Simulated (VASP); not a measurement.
GdSeO:

```
CELL_PARAMETERS angstrom
3.95442 0.00000 0.00000
0.00000 3.95442 0.00000
0.00000 0.00000 6.90941
ATOMIC_POSITIONS crystal
Gd 0.25000 0.25000 0.18955
Gd 0.75000 0.75000 0.81045
Se 0.25000 0.25000 0.63670
Se 0.75000 0.75000 0.36330
O 0.75000 0.25000 0.00000
O 0.25000 0.75000 0.00000
```

- Program: VASP 6.6.1
- Task: relaxation of cell and atoms
- Functional: PBE
- Potentials or basis: VASP PAW PBE potentials, release 64 (Gd, Se, O)
- Cutoff: 600 eV
- k mesh: 5 × 5 × 3
- Occupations: fermi-dirac, width 0.1 eV
- Spin: collinear spin, ferromagnetic start
- Starting moments: [6.9, 6.9, 0.0, 0.0, 0.0, 0.0] μB
- Hubbard terms: Gd f U = 2.0 eV

At the start: pressure -0.2 GPa; volume 18.01 Å³/atom.

Q: Where does the relaxation end?

A: Over 35 steps the energy falls by 167.1 meV/atom and the volume is 19.64 Å³/atom (+9.1 %); space group P4/nmm (No. 129, to 0.05 Å); moment 13.90 μB per cell.

Step by step:
```tsv
step	energy change (eV)	largest force (eV/Å)	pressure (GPa)	volume (Å³)
1	0.0000	2.1852	-0.23	108.05
2	-0.3628	0.8367	2.29	107.64
3	-0.4318	0.8969	4.37	107.39
4	-0.5783	0.7334	-1.75	115.87
5	-0.5792	0.7460	-1.31	115.24
6	-0.6643	0.6716	-0.94	114.70
7	-0.8356	0.6876	1.30	113.05
8	-0.4203	1.1934	10.75	109.73
9	-0.8510	0.7896	2.11	112.62
10	-0.8975	0.4583	1.11	113.59
11	-0.9423	0.1644	0.17	115.34
12	-0.9444	0.4157	-0.22	116.00
13	-0.9448	0.3379	-0.01	115.78
14	-0.9636	0.3619	0.04	116.04
15	-0.9846	0.5392	0.45	116.76
16	-0.9854	0.4886	0.39	116.63
17	-0.9991	0.1913	0.18	117.31
18	-1.0022	0.0502	0.03	117.86
19	-1.0022	0.0399	-0.04	117.83
20	-1.0015	0.0703	0.13	117.57
21	-1.0022	0.0160	0.03	117.79
22	-1.0027	0.0041	-0.02	117.89
23	-1.0028	0.0336	-0.10	118.03
24	-1.0028	0.0277	-0.08	118.00
25	-1.0028	0.0160	-0.06	117.96
26	-1.0029	0.0209	-0.08	117.98
27	-1.0029	0.0078	0.07	117.86
28	-1.0029	0.0070	0.08	117.89
29	-1.0029	0.0085	0.08	117.92
30	-1.0029	0.0141	0.05	117.95
31	-1.0029	0.0177	-0.01	117.97
32	-1.0029	0.0162	-0.08	117.96
33	-1.0029	0.0162	-0.08	117.95
34	-1.0029	0.0121	-0.06	117.95
35	-1.0029	0.0071	0.04	117.87
```

Final structure:
```
Gd Se O
1.0
     4.11825    0.00000    0.00000
     0.00000    4.11825    0.00000
     0.00000    0.00000    6.94973
Gd Se O
2 2 2
Direct
  0.25000 0.25000 0.15128
  0.75000 0.75000 0.84872
  0.25000 0.25000 0.55762
  0.75000 0.75000 0.44238
  0.75000 0.25000 0.00000
  0.25000 0.75000 0.00000
```
